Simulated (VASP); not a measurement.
Write the native input for VASP 6.6.1 that does the following.

- Task: single point
- Functional: PBE
- Potentials or basis: VASP PAW PBE potentials, release 64 (In_d, Se)
- Cutoff: 500 eV
- k mesh: 12 × 12 × 6
- Occupations: gaussian, width 0.15 eV
- Spin: no spin polarisation
- Dipole correction: no
- Further INCAR settings: ALGO = Normal; EDIFF = 1e-06; NBANDS = 34

The structure of InSe2 lies in POSCAR:

```
InSe2
1.0
    3.7577324197      0.0000000000      0.0000000000
    0.0000000000      3.7577324197      0.0000000000
    0.0000000000      0.0000000000      8.7472495265
In Se
2 4
Direct
    0.0000000000      0.5000000000      0.7035891433
    0.5000000000      0.0000000000      0.2964108567
    0.0000000000      0.5000000000      0.3657763741
    0.5000000000      0.0000000000      0.6342236259
    0.0000000000      0.0000000000      0.0000000000
    0.5000000000      0.5000000000      0.0000000000
```

One way to write it, as run:

INCAR

```
  ALGO = Normal
  EDIFF = 1E-6
  ENCUT = 500
  GGA = PE
  GGA_COMPAT = F
  ISIF = 2
  ISMEAR = 0
  LASPH = T
  LCHARG = F
  LREAL = F
  LWAVE = F
  NBANDS = 34
  NELM = 120
  PREC = Accurate
  SIGMA = 0.15
```

KPOINTS

```
k-points
0
Gamma
  12 12 6
```

Potentials or basis: VASP PAW PBE potentials, release 64 (In_d, Se).

Run with:

```bash
$ cat potpaw_PBE.64/In_d/POTCAR potpaw_PBE.64/Se/POTCAR > POTCAR
$ mpirun -np 1 vasp_std > vasp.out
```

Results of the run:

| Item | Value |
| --- | --- |
| Pressure | 11.8 GPa |
| Largest force | 0.117 eV/Å |
| Band gap on the k mesh | zero (bands 25 and 26 overlap by 2.68 eV) |

Caveat: the cell stands under pressure; spin-orbit coupling is left out, which moves the levels of the heavy elements.

Run time: 6 min on 1 thread of Oxide Virtual Turin-like Processor, with other jobs on the host, peak memory 0.43 GiB.
